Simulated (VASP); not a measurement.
# CuI (Pm-3m) in VASP: notebook

CuI is run at these levels: PBE; tasks: single point.

Program: VASP 6.6.1. These are calculated values, not measurements. Logs are shortened: lines on timing, memory, paths and dates and some standing lists are left out, and cuts for length are marked.

**1. The cell of the first run**

The structure is cubic, space group Pm-3m (No. 221). The conventional cell has a = 3.661 Å, b = 3.661 Å, c = 3.661 Å, α = 90.00°, β = 90.00°, γ = 90.00°. Within 4.2 Å of Cu (site symmetry m-3m) lie 8 I at 3.17 Å and 6 Cu at 3.66 Å. I (site symmetry m-3m) has 8 Cu at 3.17 Å and 6 I at 3.66 Å within 4.2 Å.

**2. Single point, PBE**

File INCAR:

```
SYSTEM = CuI
PREC = Accurate
ENCUT = 520
EDIFF = 1E-7
ISMEAR = -1
SIGMA = 0.5
LREAL = .False.
LASPH = .True.
NELM = 100
ALGO = Normal
ISIF = 2
LWAVE = .False.
LCHARG = .False.
GGA = PE
NBANDS = 16
```

File KPOINTS:

```
Automatic mesh
0
Gamma
  6 6 6
  0 0 0
```

File POSCAR:

```
CuI
1.0
    3.6613896411      0.0000000000      0.0000000000
    0.0000000000      3.6613896411      0.0000000000
    0.0000000000      0.0000000000      3.6613896411
Cu I
1 1
Direct
    0.0000000000      0.0000000000      0.0000000000
    0.5000000000      0.5000000000      0.5000000000
```

Potentials or basis: VASP PAW PBE potentials, release 64 (Cu, I).

Launch:

```
> cat potpaw_PBE.64/Cu/POTCAR potpaw_PBE.64/I/POTCAR > POTCAR
> mpirun -np 1 vasp_std > vasp.out
```

OUTCAR:

```text
SYSTEM = CuI
   PREC = Accurate
   ENCUT = 520
   EDIFF = 1E-7
   ISMEAR = -1
   LREAL = .False.
   LASPH = .True.
   NELM = 100
   ISIF = 2
   GGA = PE

 ion  position               nearest neighbor table
   1  0.000  0.000  0.000-   2 3.17   2 3.17   2 3.17   2 3.17   2 3.17   2 3.17   2 3.17   2 3.17

   2  0.500  0.500  0.500-   1 3.17   1 3.17   1 3.17   1 3.17   1 3.17   1 3.17   1 3.17   1 3.17

  LATTYP: Found a simple cubic cell.
 ALAT       =     3.6613896411

  Lattice vectors:

 A1 = (   3.6613896411,   0.0000000000,   0.0000000000)
 A2 = (   0.0000000000,   3.6613896411,   0.0000000000)
 A3 = (   0.0000000000,   0.0000000000,   3.6613896411)

Analysis of symmetry for initial positions (statically):
=====================================================================
 Subroutine PRICEL returns:
 Original cell was already a primitive cell.

 Routine SETGRP: Setting up the symmetry group for a
 simple cubic supercell.

 Subroutine GETGRP returns: Found 48 space group operations
 (whereof 48 operations were pure point group operations)
 out of a pool of 48 trial point group operations.

The static configuration has the point symmetry O_h .

Analysis of symmetry for dynamics (positions and initial velocities):
=====================================================================
 Subroutine PRICEL returns:
 Original cell was already a primitive cell.

 Routine SETGRP: Setting up the symmetry group for a
 simple cubic supercell.

 Subroutine GETGRP returns: Found 48 space group operations
 (whereof 48 operations were pure point group operations)
 out of a pool of 48 trial point group operations.

The dynamic configuration has the point symmetry O_h .

 Subroutine INISYM returns: Found 48 space group operations
 (whereof 48 operations are pure point group operations),
 and found     1 'primitive' translations

----------------------------------------------------------------------------------------

                                     Primitive cell

  volume of cell :      49.0838

  direct lattice vectors                    reciprocal lattice vectors
     3.661389641  0.000000000  0.000000000     0.273120344  0.000000000  0.000000000
     0.000000000  3.661389641  0.000000000     0.000000000  0.273120344  0.000000000
     0.000000000  0.000000000  3.661389641     0.000000000  0.000000000  0.273120344

  length of vectors
     3.661389641  3.661389641  3.661389641     0.273120344  0.273120344  0.273120344

  position of ions in fractional coordinates (direct lattice)
     0.000000000  0.000000000  0.000000000
     0.500000000  0.500000000  0.500000000

  ion indices of the primitive-cell ions
   primitive index   ion index
                 1           1
                 2           2

----------------------------------------------------------------------------------------

 KPOINTS: Automatic mesh

Automatic generation of k-mesh.
 Grid dimensions read from file:
 generate k-points for:    6    6    6

 Generating k-lattice:

  Cartesian coordinates                     Fractional coordinates (reciprocal lattice)
     0.045520057  0.000000000  0.000000000     0.166666667  0.000000000  0.000000000
     0.000000000  0.045520057  0.000000000     0.000000000  0.166666667  0.000000000
     0.000000000  0.000000000  0.045520057     0.000000000  0.000000000  0.166666667

  Length of vectors
     0.045520057  0.045520057  0.045520057

  Shift w.r.t. Gamma in fractional coordinates (k-lattice)
     0.000000000  0.000000000  0.000000000

 Subroutine IBZKPT returns following result:
 ===========================================

 Found     20 irreducible k-points:

 Following reciprocal coordinates:
            Coordinates               Weight
  0.000000  0.000000  0.000000      1.000000
  0.166667  0.000000  0.000000      6.000000
  0.333333  0.000000  0.000000      6.000000
  0.500000  0.000000  0.000000      3.000000
  0.166667  0.166667  0.000000     12.000000
  0.333333  0.166667  0.000000     24.000000
[... 12 lines left out ...]
  0.500000  0.500000  0.333333      6.000000
  0.500000  0.500000  0.500000      1.000000
   k-points           NKPTS =     20   k-points in BZ     NKDIM =     20   number of bands    NBANDS=     16
   number of dos      NEDOS =    301   number of ions     NIONS =      2
   total plane-waves  NPLWV =  21952
   dimension x,y,z NGX =    28 NGY =   28 NGZ =   28
   dimension x,y,z NGXF=    56 NGYF=   56 NGZF=   56
   ions per type =               1   1
   NGX,Y,Z   is equivalent  to a cutoff of  12.71, 12.71, 12.71 a.u.
   NGXF,Y,Z  is equivalent  to a cutoff of  25.43, 25.43, 25.43 a.u.
 SYSTEM =  CuI
   PREC   = accura    normal or accurate (medium, high low for compatibility)
   ISTART =      0    job   : 0-new  1-cont  2-samecut
   ICHARG =      2    charge: 1-file 2-atom 10-const
   ISPIN  =      1    spin polarized calculation?
   LNONCOLLINEAR =      F non collinear calculations
   LSORBIT =      F    spin-orbit coupling
   LASPH  =      T    aspherical Exc in radial PAW
   ENCUT  =  520.0 eV  38.22 Ry    6.18 a.u.   6.81  6.81  6.81*2*pi/ulx,y,z
   NELM   =    100;   NELMIN=  2; NELMDL= -5     # of ELM steps
   EDIFF  = 0.1E-06   stopping-criterion for ELM
   LREAL  =      F    real-space projection
   EDIFFG = 0.1E-05   stopping-criterion for IOM
   NSW    =      0    number of steps for IOM
   IBRION =     -1    ionic relax: 0-MD 1-quasi-New 2-CG
   NFREE  =      0    steps in history (QN), initial steepest desc. (CG)
   ISIF   =      2    stress and relaxation
   ISYM   =      2    0-nonsym 1-usesym 2-fastsym
   POTIM  = 0.5000    time-step for ionic-motion
   TEBEG  =    0.0;   TEEND  =   0.0 temperature during run
   PSTRESS=    0.0 pullay stress
   NELECT =      18.0000    total number of electrons
   NUPDOWN=      -1.0000    fix difference up-down
   EMIN   =  10.00;   EMAX   =-10.00  energy-range for DOS
   EFERMI =   0.00;   METHOD = LEGACY
   ISMEAR =    -1;   SIGMA  =   0.50  broadening in eV -4-tet -1-fermi 0-gaus
   EFERMI_NEDOS =   21; number of points for ismear=-14 and -15
   IALGO  =     38    algorithm
   IMIX   =      4    mixing-type and parameters
     AMIX     =   0.40;   BMIX     =  1.00
     AMIX_MAG =   1.60;   BMIX_MAG =  1.00
  volume/ion in A,a.u.               =      24.54       165.62
  Fermi-wavevector in a.u.,A,eV,Ry     =   1.171799  2.214379 18.682329  1.373112
  Thomas-Fermi vector in A             =   2.308237
   LORBIT       =      0    0 simple, 1 ext, 2 COOP (PROOUT), +10 PAW based schemes
   GGA     = PE    functional components
   LHFCALC =     F    Hartree Fock is set to
   AEXX    =    0.0000 exact exchange contribution
   IVDW    =     0    specifies the selected vdW correction
   LEPSILON=     F    determine dielectric tensor
   LRPA    =     F    only Hartree local field effects (RPA)
 non-spin polarized calculation
  energy-cutoff  :      520.00
  volume of cell :       49.08
 maximum number of plane-waves:      1357
 NGX is ok and might be reduce to    28
   NGX = 13   NGY = 13   NGZ = 13

 number of electron      18.0000019 magnetization

 Free energy of the ion-electron system (eV)
  ---------------------------------------------------
  ext. energy  EPLUGINS =         0.00000000
  ---------------------------------------------------
  free energy    TOTEN  =        -4.59676373 eV

  energy without entropy =       -3.58321658  energy(sigma->0) =       -4.08999016

 E-fermi :   5.9591     XC(G=0):  -9.9366

 val. band max:        5.9480607940   @ k =   0.5000   0.3333   0.0000
 cond. band min:       5.9976551525   @ k =   0.5000   0.5000   0.3333
 fundamental gap:      0.0495943585
 Fermi energy:         5.9591463975

 k-point     1 :       0.0000    0.0000    0.0000
  band No.  band energies     occupation
      1      -8.2632      2.00000
      2       3.3631      1.98894
      3       3.3631      1.98894
      4       3.7328      1.97697
      5       3.7328      1.97697
      6       3.7328      1.97697
[... 8 lines left out ...]
     15      15.6906      0.00000
     16      18.8213      0.00000

 k-point     2 :       0.1667    0.0000    0.0000
  band No.  band energies     occupation
      1      -8.1049      2.00000
      2       2.0589      1.99918
      3       3.3847      1.98846
      4       3.4235      1.98753
      5       3.4235      1.98753
      6       3.6126      1.98185
[... 8 lines left out ...]
     15      14.6740      0.00000
     16      18.2613      0.00000

 k-point     3 :       0.3333    0.0000    0.0000
  band No.  band energies     occupation
      1      -7.7422      2.00000
      2       0.2160      1.99998
      3       3.1917      1.99214
      4       3.1917      1.99214
      5       3.4281      1.98741
      6       3.7441      1.97645
[... 8 lines left out ...]
     15      16.1514      0.00000
     16      16.6156      0.00000

 k-point     4 :       0.5000    0.0000    0.0000
  band No.  band energies     occupation
      1      -7.5294      2.00000
      2      -0.5289      2.00000
      3       3.1152      1.99325
      4       3.1152      1.99325
      5       3.4500      1.98686
      6       3.7479      1.97628
[... 8 lines left out ...]
     15      15.2488      0.00000
     16      19.4312      0.00000

 k-point     5 :       0.1667    0.1667    0.0000
  band No.  band energies     occupation
      1      -7.9509      2.00000
      2       1.9161      1.99938
      3       2.5931      1.99762
      4       3.3738      1.98870
      5       3.4705      1.98631
      6       3.7024      1.97832
[... 8 lines left out ...]
     15      15.3731      0.00000
     16      17.0996      0.00000

 k-point     6 :       0.3333    0.1667    0.0000
  band No.  band energies     occupation
      1      -7.6000      2.00000
      2       0.4392      1.99997
      3       2.6358      1.99741
      4       3.2714      1.99079
      5       3.4833      1.98596
      6       3.7021      1.97833
[... 8 lines left out ...]
     15      16.7442      0.00000
     16      17.0558      0.00000

 k-point     7 :       0.5000    0.1667    0.0000
  band No.  band energies     occupation
      1      -7.3954      2.00000
      2      -0.2693      1.99999
      3       2.7409      1.99680
      4       3.2247      1.99160
      5       3.4789      1.98608
      6       3.7121      1.97790
[... 8 lines left out ...]
     15      17.0576      0.00000
     16      17.5205      0.00000

 k-point     8 :       0.3333    0.3333    0.0000
  band No.  band energies     occupation
      1      -7.2797      2.00000
      2       0.8250      1.99993
      3       1.4058      1.99978
      4       3.4213      1.98758
      5       3.5012      1.98545
      6       3.6409      1.98080
[... 8 lines left out ...]
     15      15.7256      0.00000
     16      17.5479      0.00000

 k-point     9 :       0.5000    0.3333    0.0000
  band No.  band energies     occupation
      1      -7.0960      2.00000
      2       0.4130      1.99997
      3       1.5555      1.99970
      4       3.4604      1.98658
      5       3.4694      1.98634
      6       3.6431      1.98072
[... 8 lines left out ...]
     15      15.8651      0.00000
     16      17.1684      0.00000
[... 96 lines left out ...]
 k-point    15 :       0.5000    0.3333    0.1667
  band No.  band energies     occupation
      1      -6.9619      2.00000
      2       0.5959      1.99996
      3       1.6480      1.99964
      4       3.1411      1.99289
      5       3.5229      1.98481
      6       3.6681      1.97974
[... 8 lines left out ...]
     15      17.1362      0.00000
     16      17.2586      0.00000

 k-point    16 :       0.5000    0.5000    0.1667
  band No.  band energies     occupation
      1      -6.7922      2.00000
      2       1.0362      1.99989
      3       1.0362      1.99989
      4       3.1630      1.99257
      5       3.4510      1.98683
      6       3.7453      1.97640
[... 8 lines left out ...]
     15      17.7890      0.00000
     16      17.7890      0.00000

 k-point    17 :       0.3333    0.3333    0.3333
  band No.  band energies     occupation
      1      -6.8366      2.00000
      2       1.5524      1.99970
      3       1.6701      1.99962
      4       1.6701      1.99962
      5       3.6654      1.97985
      6       3.7153      1.97776
[... 8 lines left out ...]
     15      17.6261      0.00000
     16      17.6261      0.00000

 k-point    18 :       0.5000    0.3333    0.3333
  band No.  band energies     occupation
      1      -6.6623      2.00000
      2       1.0059      1.99990
      3       1.7502      1.99956
      4       1.9416      1.99935
      5       3.7293      1.97713
      6       3.7294      1.97713
[... 8 lines left out ...]
     15      18.0584      0.00000
     16      20.0017      0.00000

 k-point    19 :       0.5000    0.5000    0.3333
  band No.  band energies     occupation
      1      -6.4924      2.00000
      2       1.2353      1.99984
      3       1.2353      1.99984
      4       1.9253      1.99937
      5       3.7532      1.97603
      6       3.8771      1.96939
[... 8 lines left out ...]
     15      21.0303      0.00000
     16      21.0303      0.00000

 k-point    20 :       0.5000    0.5000    0.5000
  band No.  band energies     occupation
      1      -6.3222      2.00000
      2       1.3311      1.99981
      3       1.3311      1.99981
      4       1.3311      1.99981
      5       3.8789      1.96928
      6       3.8789      1.96928
[... 8 lines left out ...]
     15      22.2565      0.00000
     16      22.2565      0.00000

------------------------ aborting loop because EDIFF is reached ----------------------------------------

  FORCE on cell =-STRESS in cart. coord.  units (eV):
  Direction    XX          YY          ZZ          XY          YZ          ZX
  --------------------------------------------------------------------------------------
  -------------------------------------------------------------------------------------
  Total       -0.3478234     -0.3478234     -0.3478234     -0.0000000     -0.0000000      0.0000000
  in kB      -11.3535475    -11.3535475    -11.3535475     -0.0000000     -0.0000000      0.0000000
  external PRESSURE =     -11.3535475 kB  Pullay stress =       0.0000000 kB

 VOLUME and BASIS-vectors are now :
 -----------------------------------------------------------------------------
  energy-cutoff  :      520.00
  volume of cell :       49.08
      direct lattice vectors                 reciprocal lattice vectors
     3.661389641  0.000000000  0.000000000     0.273120344  0.000000000  0.000000000
     0.000000000  3.661389641  0.000000000     0.000000000  0.273120344  0.000000000
     0.000000000  0.000000000  3.661389641     0.000000000  0.000000000  0.273120344

 POSITION                                       TOTAL-FORCE (eV/Angst)
 -----------------------------------------------------------------------------------
      0.00000      0.00000      0.00000         0.000000      0.000000      0.000000
      1.83069      1.83069      1.83069         0.000000      0.000000      0.000000
 -----------------------------------------------------------------------------------
    total drift:                               -0.000000      0.000000     -0.000000

  FREE ENERGIE OF THE ION-ELECTRON SYSTEM (eV)
  ---------------------------------------------------
  free  energy   TOTEN  =        -4.5967637286 eV

  energy  without entropy=       -3.5832165836  energy(sigma->0) =       -4.08999016
```

Wall time 22 s (1 thread of Intel Xeon Platinum 8259CL at 2.50GHz (Skylake/Cascade Lake), shared host); peak memory 0.16 GiB.

What came out:

- Free energy: -4.5968 eV
- Pressure: -1.1 GPa
- Band gap on the k mesh: zero (band 9 reaches 5.46 eV, above the bottom of band 10 at 5.17 eV)

Levels at points of the mesh, in eV from the Fermi level:
```
           k point  band 6  band 7  band 8  band 9  band 10  band 11  band 12  band 13
(0.00, 0.00, 0.00)   -2.23   -1.99   -1.99   -1.99    -0.79     5.07     5.07     9.73
(0.50, 0.00, 0.00)   -2.21   -2.07   -0.50   -0.50     3.06     3.47     5.93     5.93
(0.50, 0.50, 0.00)   -2.35   -2.25   -2.09   -0.83    -0.70     6.86     6.86     7.20
(0.50, 0.50, 0.50)   -2.08   -1.38   -1.38   -1.38     1.46     1.46     1.46     1.56
```

Caveat: spin-orbit coupling is left out, which moves the levels of the heavy elements; semilocal functionals often make such compounds metallic where correlation or magnetic order opens a gap, which also shifts bond lengths.

**3. Single point, PBE**

File INCAR:

```
SYSTEM = CuI
ALGO = Normal
EDIFF = 1E-6
ENCUT = 520
GGA = PE
ISIF = 2
ISMEAR = -1
ISYM = 0
LASPH = .TRUE.
LCHARG = .TRUE.
LELF = .TRUE.
LREAL = .FALSE.
LVHAR = .TRUE.
LWAVE = .FALSE.
NBANDS = 16
NELM = 80
PREC = Accurate
SIGMA = 0.02
```

File KPOINTS:

```
Automatic mesh
0
Gamma
  6 6 6
  0 0 0.5
```

POSCAR is that of step 2.

Potentials or basis: VASP PAW PBE potentials, release 64 (Cu, I).

Launch:

```
> cat potpaw_PBE.64/Cu/POTCAR potpaw_PBE.64/I/POTCAR > POTCAR
> mpirun -np 1 vasp_std > vasp.out
```

It took 5.2 min on 1 thread of Intel Xeon Platinum 8259CL at 2.50GHz (Skylake/Cascade Lake), shared host; peak memory 0.37 GiB.

The run converged. Its results:

```yaml
Free_energy: -4.1358 eV
Pressure: -0.1 GPa
Band_gap_on_the_k_mesh: zero (band 9 reaches 5.62 eV, above the bottom of band 10 at 5.27 eV)
```

Levels at points of the mesh, in eV from the Fermi level:
| k point | band 6 | band 7 | band 8 | band 9 | band 10 | band 11 | band 12 | band 13 |
| --- | --- | --- | --- | --- | --- | --- | --- | --- |
| (0.00, 0.00, 0.08) | -1.72 | -1.51 | -1.24 | -1.24 | 0.21 | 5.58 | 5.83 | 9.80 |

Caveat: spin-orbit coupling is left out, which moves the levels of the heavy elements; semilocal functionals often make such compounds metallic where correlation or magnetic order opens a gap, which also shifts bond lengths.
